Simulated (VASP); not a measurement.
Write the native input for VASP 6.6.1 that does the following.

* Task: single point
* Functional: LDA
* Potentials or basis: VASP PAW LDA potentials, release 64 (Fe, Ni)
* Cutoff: 520 eV
* k mesh: 14 × 14 × 8
* Occupations: gaussian, width 0.05 eV
* Spin: collinear spin, ferromagnetic start
* Starting moments: [4.0, 2.0] μB
* Dipole correction: no
* Further INCAR settings: ALGO = Normal; EDIFF = 1e-07; NBANDS = 20

The structure of FeNi lies in POSCAR:

```
FeNi
1.0
    1.4370160000     -1.9813120000      0.0000000000
    1.4370160000      1.9813120000      0.0000000000
    0.0000000000      0.0000000000      3.9492880000
Fe Ni
1 1
Direct
    0.0000000000      0.0000000000      0.0000000000
    0.5000000000      0.5000000000      0.5000000000
```

These files were run (other wordings do the same):

INCAR

```
SYSTEM = FeNi
PREC     = Accurate       ! precision mode
ENCUT    = 520            ! plane-wave cutoff, eV
EDIFF    = 1E-7           ! SCF threshold, eV
ISMEAR   = 0              ! smearing method
SIGMA    = 0.05           ! smearing width, eV
LREAL    = .FALSE.        ! projectors in reciprocal space
LASPH    = .TRUE.         ! aspherical terms in the spheres
NELM     = 150            ! most SCF steps
ALGO     = Normal         ! electronic algorithm
ISIF     = 2              ! what is computed and relaxed
LWAVE    = .FALSE.        ! write WAVECAR
LCHARG   = .FALSE.        ! write CHGCAR
ISPIN    = 2              ! spin polarisation
MAGMOM   = 4 2            ! initial moments
LORBIT   = 11             ! projections on sites
LMAXMIX  = 4              ! l up to which the mixer works
GGA      = CA             ! functional
NBANDS   = 20             ! bands
```

KPOINTS

```
Automatic mesh
0
G
  14 14 8
  0 0 0
```

Potentials or basis: VASP PAW LDA potentials, release 64 (Fe, Ni).

Run with:

```bash
$ cat potpaw_LDA.64/Fe/POTCAR potpaw_LDA.64/Ni/POTCAR > POTCAR
$ mpirun -np 1 vasp_std > vasp.out
```

It gave:

```json
{
  "Pressure": "-14.9 GPa",
  "Net moment": "3.12 μB per cell",
  "Site moments": "Fe +2.49; Ni +0.61 μB",
  "Valence electrons inside the program's atomic spheres": "Fe 7.21; Ni 9.35"
}
```

Caveat: the cell stands under tension.

Run time: 2.4 min on 1 thread of Intel(R) Xeon(R) Platinum 8488C (Sapphire Rapids), on a shared host, peak memory 0.29 GiB.
